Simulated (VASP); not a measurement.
Write the native input for VASP 6.6.1 that does the following.

| Item | Value |
| --- | --- |
| Task | relaxation of cell and atoms |
| Functional | PBEsol |
| Potentials or basis | VASP PAW PBE potentials, release 64 (Sn_d, Ge_d) |
| Cutoff | 600 eV |
| k mesh | 6 × 6 × 6 |
| Occupations | gaussian, width 0.1 eV |
| Spin | no spin polarisation |
| Dipole correction | no |
| Further INCAR settings | ALGO = Normal; EDIFF = 1e-06; IBRION = 2; EDIFFG = -0.05; NSW = 100; ISIF = 3 |

The structure of Sn2Ge lies in POSCAR:

```
Sn2Ge
1.0
    0.0000000000      3.1429694073      3.1429694073
    3.1429694073      0.0000000000      3.1429694073
    3.1429694073      3.1429694073      0.0000000000
Sn Ge
2 1
Direct
    0.7500000000      0.7500000000      0.7500000000
    0.2500000000      0.2500000000      0.2500000000
    0.0000000000      0.0000000000      0.0000000000
```

These files were run (other wordings do the same):

INCAR

```
PREC = Accurate
ENCUT = 600
EDIFF = 1E-6
ISMEAR = 0
SIGMA = 0.1
LREAL = False
LASPH = True
NELM = 60
ALGO = Normal
ISIF = 3
LWAVE = False
LCHARG = False
GGA = PS
IBRION = 2
NSW = 100
EDIFFG = -0.05
```

KPOINTS

```
regular mesh
0
Gamma
  6 6 6
```

Potentials or basis: VASP PAW PBE potentials, release 64 (Sn_d, Ge_d).

Run with:

```console
$ cat potpaw_PBE.64/Sn_d/POTCAR potpaw_PBE.64/Ge_d/POTCAR > POTCAR
$ mpirun -np 1 vasp_std > vasp.out
```

It gave:

| Property | Result |
| --- | --- |
| Relaxed volume | 26.96 Å³/atom |
| Relaxed cell | a = 4.854 Å, b = 4.854 Å, c = 4.854 Å, α = 60.00°, β = 60.00°, γ = 60.00° |
| Space group after relaxing (to 0.1 Å) | Fm-3m (No. 225) |
| Energy gained by relaxing | 377.5 meV/atom |
| Ionic steps | 3 |
| Pressure after relaxing | 0.0 GPa |
| Band gap on the k mesh | zero (bands 21 and 22 overlap by 1.74 eV) |

Caveat: the volume moved by over 15 % at a fixed basis, so the end points are rough; the PAW data sets were made with another functional, which shifts forces and pressure a little; spin-orbit coupling is left out, which moves the levels of the heavy elements.

Run time: 100 s on 1 thread of Intel Xeon 8259CL, on a shared host, peak memory 0.22 GiB.
